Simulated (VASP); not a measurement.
Here is a VASP 6.6.1 calculation.

INCAR

```
PREC = Accurate ; ENCUT = 520
EDIFF = 1E-8 ; ISMEAR = -1
SIGMA = 0.03 ; LREAL = False
LASPH = True ; NELM = 60
ALGO = Normal ; ISIF = 2
LWAVE = False ; LCHARG = False
GGA = PE ; LEFG = True
NBANDS = 11
```

Contents of KPOINTS:

```
regular mesh
0
Gamma
  13 13 13
```

The input POSCAR:

```
Hf
1.0
   -0.0666000000      2.1867000000      2.1867000000
    2.1867000000     -0.0666000000      2.1867000000
    2.1867000000      2.1867000000     -0.0666000000
Hf
1
Direct
    0.0000000000      0.0000000000      0.0000000000
```

Potentials or basis: VASP PAW PBE potentials, release 64 (Hf_pv).

Run with:

```sh
$ cat potpaw_PBE.64/Hf_pv/POTCAR > POTCAR
$ mpirun -np 1 vasp_std > vasp.out
```

(1) Predict the pressure.

(2) Predict the band gap on the k mesh.

Answers

(1) 2.9 GPa.

(2) zero (band 5 reaches 6.18 eV, above the bottom of band 6 at 4.32 eV).

Caveat: the cell differs from its parent crystal (equal xy, yz and zx shear strains of -3 %); without QUAD_EFG the Cq values of the log hold for a quadrupole moment of 1 mb, not for the nuclei; spin-orbit coupling is left out, which moves the levels of the heavy elements.
